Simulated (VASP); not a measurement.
# Ga3Sb (I4/mmm) in VASP: a series of runs, part 2 of 2

VASP 6.6.1. The steps go on from the part before.

### Step 3. Single point, PBE+D3(BJ) (19.21 Å³/atom)

This run uses another cell than the first one, of 19.21 Å³/atom.

Contents of INCAR:

```
SYSTEM = Ga3Sb
ALGO = Fast
EDIFF = 1E-6
ENCUT = 520
GGA = PE
ISIF = 2
ISMEAR = 0
IVDW = 12
LASPH = .True.
LCHARG = .False.
LREAL = .False.
LWAVE = .False.
NBANDS = 30
NELM = 60
PREC = Accurate
SIGMA = 0.15
```

Contents of KPOINTS:

```
k-points
0
Gamma
  14 14 14
  0 0 0
```

Contents of POSCAR:

```
Ga3Sb
1.0
   -2.2526744843      2.2526744843      3.7851689360
    2.2526744843     -2.2526744843      3.7851689360
    2.2526744843      2.2526744843     -3.7851689360
Ga Sb
3 1
Direct
    0.7500000000      0.2500000000      0.5000000000
    0.2500000000      0.7500000000      0.5000000000
    0.5000000000      0.5000000000      0.0000000000
    0.0000000000      0.0000000000      0.0000000000
```

Potentials or basis: VASP PAW PBE potentials, release 64 (Ga_d, Sb).

The run is started by

```sh
$ cat potpaw_PBE.64/Ga_d/POTCAR potpaw_PBE.64/Sb/POTCAR > POTCAR
$ mpirun -np 1 vasp_std > vasp.out
```

OUTCAR:

```text
SYSTEM = Ga3Sb
   EDIFF = 1E-6
   ENCUT = 520
   GGA = PE
   ISIF = 2
   ISMEAR = 0
   IVDW = 12
   LASPH = .True.
   LREAL = .False.
   NELM = 60
   PREC = Accurate
 IVDW          = 12

 ion  position               nearest neighbor table
   1  0.750  0.250  0.500-   4 2.94   4 2.94   4 2.94   4 2.94
   2  0.250  0.750  0.500-   4 2.94   4 2.94   4 2.94   4 2.94
   3  0.500  0.500  0.000-   4 3.19   4 3.19   4 3.19   4 3.19
   4  0.000  0.000  0.000-   1 2.94   2 2.94   1 2.94   2 2.94   1 2.94   2 2.94   1 2.94   2 2.94
                             3 3.19   3 3.19   3 3.19   3 3.19

  LATTYP: Found a body centered tetragonal cell.
 ALAT       =     4.5053489686
 C/A-ratio  =     1.6803000000

  Lattice vectors:

 A1 = (  -2.2526744843,   2.2526744843,   3.7851689360)
 A2 = (   2.2526744843,  -2.2526744843,   3.7851689360)
 A3 = (   2.2526744843,   2.2526744843,  -3.7851689360)

Analysis of symmetry for initial positions (statically):
=====================================================================
 Subroutine PRICEL returns:
 Original cell was already a primitive cell.

 Routine SETGRP: Setting up the symmetry group for a
 body centered tetragonal supercell.

 Subroutine GETGRP returns: Found 16 space group operations
 (whereof 16 operations were pure point group operations)
 out of a pool of 16 trial point group operations.

The static configuration has the point symmetry D_4h.

Analysis of symmetry for dynamics (positions and initial velocities):
=====================================================================
 Subroutine PRICEL returns:
 Original cell was already a primitive cell.

 Routine SETGRP: Setting up the symmetry group for a
 body centered tetragonal supercell.

 Subroutine GETGRP returns: Found 16 space group operations
 (whereof 16 operations were pure point group operations)
 out of a pool of 16 trial point group operations.

[... 123 lines left out ...]
     AMIX     =   0.40;   BMIX     =  1.00
     AMIX_MAG =   1.60;   BMIX_MAG =  1.00
  volume/ion in A,a.u.               =      19.21       129.62
  Fermi-wavevector in a.u.,A,eV,Ry     =   1.359497  2.569077 25.146735  1.848233
  Thomas-Fermi vector in A             =   2.486240
   LORBIT       =      0    0 simple, 1 ext, 2 COOP (PROOUT), +10 PAW based schemes
   GGA     = PE    functional components
   LHFCALC =     F    Hartree Fock is set to
   AEXX    =    0.0000 exact exchange contribution
   IVDW    =    12    specifies the selected vdW correction
   LEPSILON=     F    determine dielectric tensor
   LRPA    =     F    only Hartree local field effects (RPA)
 non-spin polarized calculation
 RMM-DIIS sequential band-by-band and
 Gauss-broadening in eV      SIGMA  =   0.15
  energy-cutoff  :      520.00
  volume of cell :       76.83
 maximum number of plane-waves:      2094
 NGX is ok and might be reduce to    40
   NGX = 19   NGY = 19   NGZ = 19

 number of electron      44.0000010 magnetization

 Free energy of the ion-electron system (eV)
  ---------------------------------------------------
  ext. energy  EPLUGINS =         0.00000000
  ---------------------------------------------------
  free energy    TOTEN  =       -12.31391079 eV

  energy without entropy =      -12.29408175  energy(sigma->0) =      -12.30399627

 E-fermi :   7.5001     XC(G=0): -11.1636

 val. band max:        7.4912262382   @ k =  -0.0714  -0.1429   0.0714
 cond. band min:       7.5071406859   @ k =  -0.2857   0.2857   0.2857
 fundamental gap:      0.0159144477
 Fermi energy:         7.5001115750

 k-point     1 :       0.0000    0.0000    0.0000
  band No.  band energies     occupation
      1      -7.5911      2.00000
      2      -7.5637      2.00000
      3      -7.5393      2.00000
      4      -7.5122      2.00000
      5      -7.5122      2.00000
      6      -7.5121      2.00000
[... 781 lines left out ...]
     29      13.5665      0.00000
     30      15.2765      0.00000

 [... further k-points ...]

------------------------ aborting loop because EDIFF is reached ----------------------------------------

 Edisp (eV)   -1.55616

 E8    (eV) :    -0.7230

  FORCE on cell =-STRESS in cart. coord.  units (eV):
  Direction    XX          YY          ZZ          XY          YZ          ZX
  --------------------------------------------------------------------------------------
  -------------------------------------------------------------------------------------
  Total       2.22897     2.22897     2.54657     0.00000     0.00000     0.00000
  in kB      46.48070    46.48070    53.10358     0.00000     0.00000     0.00000
  external pressure =       48.69 kB  Pullay stress =        0.00 kB

 VOLUME and BASIS-vectors are now :
 -----------------------------------------------------------------------------
  energy-cutoff  :      520.00
  volume of cell :       76.83
      direct lattice vectors                 reciprocal lattice vectors
    -2.252674484  2.252674484  3.785168936     0.000000000  0.221958389  0.132094501
     2.252674484 -2.252674484  3.785168936     0.221958389  0.000000000  0.132094501
     2.252674484  2.252674484 -3.785168936     0.221958389  0.221958389  0.000000000

 POSITION                                       TOTAL-FORCE (eV/Angst)
 -----------------------------------------------------------------------------------
      0.00000      2.25267      1.89258        -0.000000      0.000000      0.000000
      2.25267      0.00000      1.89258         0.000000     -0.000000     -0.000000
      0.00000      0.00000      3.78517        -0.000000      0.000000      0.000000
      0.00000      0.00000      0.00000        -0.000000      0.000000      0.000000
 -----------------------------------------------------------------------------------
    total drift:                               -0.000000     -0.000000      0.000000

  FREE ENERGIE OF THE ION-ELECTRON SYSTEM (eV)
  ---------------------------------------------------
  free  energy   TOTEN  =       -13.8700708857 eV

  energy  without entropy=      -13.8502418433  energy(sigma->0) =      -13.86015636
```

Run time: 15 min. Hardware: 1 thread of Oxide Virtual Turin-like, shared host; peak memory 0.56 GiB.

Results:

```
Free energy                : -13.8701 eV
Pressure                   : 4.9 GPa
Band gap on the k mesh     : zero (bands 22 and 23 overlap by 4.81 eV)
Dispersion energy per atom : -0.389 eV
```

Levels at points of the mesh, in eV from the Fermi level:
```csv
k point,band 18,band 19,band 20,band 21,band 22,band 23,band 24,band 25,band 26,band 27
"(0.00, 0.00, 0.00)",-2.61,-2.54,-2.16,-2.16,-0.86,-0.84,-0.84,-0.24,-0.15,2.09
"(0.50, 0.00, 0.00)",-4.82,-4.24,-2.34,-1.93,-1.47,-0.98,2.32,3.20,3.82,4.19
"(0.50, 0.50, 0.00)",-6.15,-5.36,-5.30,-5.00,1.75,2.48,2.53,2.92,5.38,6.28
"(0.50, 0.50, 0.50)",-5.10,-4.49,-4.49,-4.04,3.42,4.12,4.12,4.79,5.30,5.30
```

Caveat: the cell stands under pressure; spin-orbit coupling is left out, which moves the levels of the heavy elements.
